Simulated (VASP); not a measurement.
# Ni (Fm-3m) in VASP: a series of runs, part 2 of 2

VASP 6.6.1.

## 3. Single point, PBE, collinear spin, ferromagnetic start

INCAR reads:

```
PREC     = Accurate       # precision mode
ENCUT    = 520            # plane-wave cutoff, eV
EDIFF    = 1E-6           # SCF threshold, eV
ISMEAR   = -1             # smearing method
SIGMA    = 0.1            # smearing width, eV
LREAL    = F              # projectors in reciprocal space
LASPH    = T              # aspherical terms in the spheres
NELM     = 150            # most SCF steps
ALGO     = Normal         # electronic algorithm
ISIF     = 2              # what is computed and relaxed
LWAVE    = F              # write WAVECAR
LCHARG   = F              # write CHGCAR
ISPIN    = 2              # spin polarisation
MAGMOM   = 0.75 0.75      # initial moments
LORBIT   = 11             # projections on sites
LMAXMIX  = 4              # l up to which the mixer works
GGA      = PE             # functional
ISYM     = 0            
NBANDS   = 21             # bands
```

KPOINTS reads:

```
Automatic mesh
0
Gamma
  12 7 10
```

POSCAR reads:

```
Ni
1.0
    0.0000000000     -1.7710500000     -1.7710500000
   -3.5421000000     -1.7710500000     -1.7710500000
    0.0000000000      1.7710500000     -1.7710500000
Ni
2
Direct
    0.0000000000      0.0000000000      0.0000000000
    0.0000000000      0.5000000000      0.5000000000
```

Potentials or basis: VASP PAW PBE potentials, release 64 (Ni).

Launch:

```bash
$ cat potpaw_PBE.64/Ni/POTCAR > POTCAR
$ mpirun -np 1 vasp_std > vasp.out
```

OUTCAR:

```text
PREC = Accurate
   ENCUT = 520
   EDIFF = 1E-6
   ISMEAR = -1
   LREAL = F
   LASPH = T
   NELM = 150
   ISIF = 2
   ISPIN = 2
   LORBIT = 11
   GGA = PE
   ISYM = 0

 ion  position               nearest neighbor table
   1  0.000  0.000  0.000-   2 2.50   2 2.50   2 2.50   2 2.50   2 2.50   2 2.50   2 2.50   2 2.50

   2  0.000  0.500  0.500-   1 2.50   1 2.50   1 2.50   1 2.50   1 2.50   1 2.50   1 2.50   1 2.50

IMPORTANT INFORMATION: All symmetrisations will be switched off!
NOSYMM: (Re-)initialisation of all symmetry stuff for point group C_1.

----------------------------------------------------------------------------------------

                                     Primitive cell

  volume of cell :      22.2204

  direct lattice vectors                    reciprocal lattice vectors
     0.000000000 -1.771050000 -1.771050000     0.282318399 -0.282318399 -0.282318399
    -3.542100000 -1.771050000 -1.771050000    -0.282318399  0.000000000  0.000000000
     0.000000000  1.771050000 -1.771050000     0.000000000  0.282318399 -0.282318399

  length of vectors
     2.504642930  4.338168809  2.504642930     0.488989810  0.282318399  0.399258508

  position of ions in fractional coordinates (direct lattice)
     0.000000000  0.000000000  0.000000000
     0.000000000  0.500000000  0.500000000

  ion indices of the primitive-cell ions
   primitive index   ion index
                 1           1
                 2           2

----------------------------------------------------------------------------------------

 KPOINTS: Automatic mesh

Automatic generation of k-mesh.
 Grid dimensions read from file:
 generate k-points for:   12    7   10

 Generating k-lattice:

  Cartesian coordinates                     Fractional coordinates (reciprocal lattice)
     0.023526533 -0.023526533 -0.023526533     0.083333333  0.000000000  0.000000000
    -0.040331200  0.000000000  0.000000000     0.000000000  0.142857143  0.000000000
     0.000000000  0.028231840 -0.028231840     0.000000000  0.000000000  0.100000000

  Length of vectors
     0.040749151  0.040331200  0.039925851

  Shift w.r.t. Gamma in fractional coordinates (k-lattice)
     0.000000000  0.000000000  0.000000000

 -----------------------------------------------------------------------------
|                                                                             |
|           W    W    AA    RRRRR   N    N  II  N    N   GGGG   !!!           |
|           W    W   A  A   R    R  NN   N  II  NN   N  G    G  !!!           |
|           W    W  A    A  R    R  N N  N  II  N N  N  G       !!!           |
|           W WW W  AAAAAA  RRRRR   N  N N  II  N  N N  G  GGG   !            |
|           WW  WW  A    A  R   R   N   NN  II  N   NN  G    G                |
|           W    W  A    A  R    R  N    N  II  N    N   GGGG   !!!           |
|                                                                             |
|     Your reciprocal lattice and k-lattice belong to different lattice       |
|     classes:                                                                |
|                                                                             |
|        The reciprocal lattice is simple tetragonal,                         |
|        whereas your k-lattice is simple monoclinic.                         |
|                                                                             |
|     Results are often still useful ...                                      |
|                                                                             |
[... 49 lines left out ...]
   ISPIN  =      2    spin polarized calculation?
   LNONCOLLINEAR =      F non collinear calculations
   LSORBIT =      F    spin-orbit coupling
   LASPH  =      T    aspherical Exc in radial PAW
   ENCUT  =  520.0 eV  38.22 Ry    6.18 a.u.   4.66  8.07  4.66*2*pi/ulx,y,z
   NELM   =    150;   NELMIN=  2; NELMDL= -5     # of ELM steps
   EDIFF  = 0.1E-05   stopping-criterion for ELM
   LREAL  =      F    real-space projection
   EDIFFG = 0.1E-04   stopping-criterion for IOM
   NSW    =      0    number of steps for IOM
   IBRION =     -1    ionic relax: 0-MD 1-quasi-New 2-CG
   NFREE  =      0    steps in history (QN), initial steepest desc. (CG)
   ISIF   =      2    stress and relaxation
   ISYM   =      0    0-nonsym 1-usesym 2-fastsym
   POTIM  = 0.5000    time-step for ionic-motion
   TEBEG  =    0.0;   TEEND  =   0.0 temperature during run
   PSTRESS=    0.0 pullay stress
   NELECT =      20.0000    total number of electrons
   NUPDOWN=      -1.0000    fix difference up-down
   EMIN   =  10.00;   EMAX   =-10.00  energy-range for DOS
   EFERMI =   0.00;   METHOD = LEGACY
   ISMEAR =    -1;   SIGMA  =   0.10  broadening in eV -4-tet -1-fermi 0-gaus
   EFERMI_NEDOS =   21; number of points for ismear=-14 and -15
   IALGO  =     38    algorithm
   IMIX   =      4    mixing-type and parameters
     AMIX     =   0.40;   BMIX     =  1.00
     AMIX_MAG =   1.60;   BMIX_MAG =  1.00
  volume/ion in A,a.u.               =      11.11        74.98
  Fermi-wavevector in a.u.,A,eV,Ry     =   1.580644  2.986984 33.993269  2.498435
  Thomas-Fermi vector in A             =   2.680840
   LORBIT       =     11    0 simple, 1 ext, 2 COOP (PROOUT), +10 PAW based schemes
   GGA     = PE    functional components
   LHFCALC =     F    Hartree Fock is set to
   AEXX    =    0.0000 exact exchange contribution
   IVDW    =     0    specifies the selected vdW correction
   LEPSILON=     F    determine dielectric tensor
   LRPA    =     F    only Hartree local field effects (RPA)
 spin polarized calculation
  energy-cutoff  :      520.00
  volume of cell :       22.22
 maximum number of plane-waves:       616
   NGX =  9   NGY = 17   NGZ =  9

 number of electron      19.9999987 magnetization       1.2643380

 Free energy of the ion-electron system (eV)
  ---------------------------------------------------
  ext. energy  EPLUGINS =         0.00000000
  ---------------------------------------------------
  free energy    TOTEN  =       -10.99253313 eV

  energy without entropy =      -10.88249932  energy(sigma->0) =      -10.93751623

 E-fermi :   9.0737     XC(G=0): -13.1325

 val. band max:        9.0713748049   @ k =  -0.0833  -0.4286   0.1000
 cond. band min:       9.0767489399   @ k =  -0.1667   0.2857   0.0000
 fundamental gap:      0.0053741350
 Fermi energy:         9.0737256354

 spin component 1

 k-point     1 :       0.0000    0.0000    0.0000
  band No.  band energies     occupation
      1       0.2161      1.00000
      2       4.5523      1.00000
      3       4.9970      1.00000
      4       6.7026      1.00000
      5       6.7085      1.00000
      6       6.7100      1.00000
[... 565 lines left out ...]
     20      36.6668      0.00000
     21      37.4997      0.00000

 [... further k-points ...]

 spin component 2

 k-point     1 :       0.0000    0.0000    0.0000
  band No.  band energies     occupation
      1       0.1831      1.00000
      2       4.9154      1.00000
      3       5.6167      1.00000
      4       7.4498      1.00000
      5       7.4537      1.00000
      6       7.4578      1.00000
[... 565 lines left out ...]
     20      36.7205      0.00000
     21      37.4241      0.00000

 [... further k-points ...]
[... 5 lines left out ...]
  --------------------------------------------------------------------------------------
  -------------------------------------------------------------------------------------
  Total       -0.4733317     -0.4677522     -0.4677609     -0.0015665      0.0083182     -0.0015751
  in kB      -34.1290122    -33.7267070    -33.7273349     -0.1129487      0.5997735     -0.1135712
  external PRESSURE =     -33.8610180 kB  Pullay stress =       0.0000000 kB

 VOLUME and BASIS-vectors are now :
 -----------------------------------------------------------------------------
  energy-cutoff  :      520.00
  volume of cell :       22.22
      direct lattice vectors                 reciprocal lattice vectors
     0.000000000 -1.771050000 -1.771050000     0.282318399 -0.282318399 -0.282318399
    -3.542100000 -1.771050000 -1.771050000    -0.282318399  0.000000000  0.000000000
     0.000000000  1.771050000 -1.771050000     0.000000000  0.282318399 -0.282318399

 POSITION                                       TOTAL-FORCE (eV/Angst)
 -----------------------------------------------------------------------------------
      0.00000      0.00000      0.00000         0.000000      0.000001     -0.000000
     -1.77105      0.00000     -1.77105        -0.000000     -0.000001      0.000000
 -----------------------------------------------------------------------------------
    total drift:                                0.000002     -0.000000      0.000001

  FREE ENERGIE OF THE ION-ELECTRON SYSTEM (eV)
  ---------------------------------------------------
  free  energy   TOTEN  =       -10.9925331303 eV

  energy  without entropy=      -10.8824993202  energy(sigma->0) =      -10.93751623

 total charge

# of ion       s       p       d       tot
------------------------------------------
    1        0.489   0.480   8.304   9.273
    2        0.489   0.480   8.304   9.273
--------------------------------------------------
tot          0.978   0.959  16.609  18.547

 magnetization (x)

# of ion       s       p       d       tot
------------------------------------------
    1       -0.006  -0.024   0.675   0.645
    2       -0.006  -0.024   0.675   0.645
--------------------------------------------------
tot         -0.012  -0.048   1.350   1.291
```

Run time: 3.3 min. Hardware: 1 thread of AMD EPYC 9R45 (Zen 5), shared host; peak memory 0.33 GiB.

What came out:

```yaml
Free_energy: -10.9925 eV
Pressure: -3.4 GPa
Net_moment: 1.26 μB per cell
Site_moments: Ni +0.65 μB
Valence_electrons_inside_the_program's_atomic_spheres: Ni 9.27
```

Caveat: the cell stands under tension.
